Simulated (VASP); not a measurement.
Runs of VASP 6.6.1 on InSe. The structure is that of space group Pm-3m (No. 221), or close to it. The cells are those of the table. 

```tsv
task	cell	k mesh	cutoff (eV)	gap on the mesh (eV)	pressure (GPa)	relaxed volume (Å³/atom)
single point	a = 3.596 Å, 2 atoms	6 × 6 × 6	520	none	0.4	-
single point	a = 3.599 Å, 2 atoms	16 × 16 × 16	520	none	0.0	-
single point	a = 4.020 Å, 2 atoms	4 × 4 × 4	520	none	(a)	-
relaxation of cell and atoms	relaxed from a = 3.631 Å, 2 atoms	6 × 6 × 6	600	none	0.2	(b)
single point	a = 3.631 Å, 2 atoms	4 × 4 × 4	520	none	0.1	-
relaxation of cell and atoms	relaxed from a = 4.020 Å, 2 atoms	4 × 4 × 4	600	none	0.1	23.98
```

Alike in all rows: level r2SCAN; potentials or basis VASP PAW PBE potentials, release 64 (In_d, Se); no spin polarisation; smearing gaussian 0.1 eV.

Fill in the values left out.

(a) -7.2; (b) 23.31.

Caveats: some runs use coarse meshes; the PAW data sets were made with another functional, which shifts forces and pressure a little; spin-orbit coupling is left out, which moves the levels of the heavy elements; the volume moved by over 15 % at a fixed basis, so the end points are rough (at least some runs).

A k mesh can miss the band edges, and the runs leave out spin-orbit coupling on In, Se.

A gap of «none» marks levels without a gap at the run's occupations.
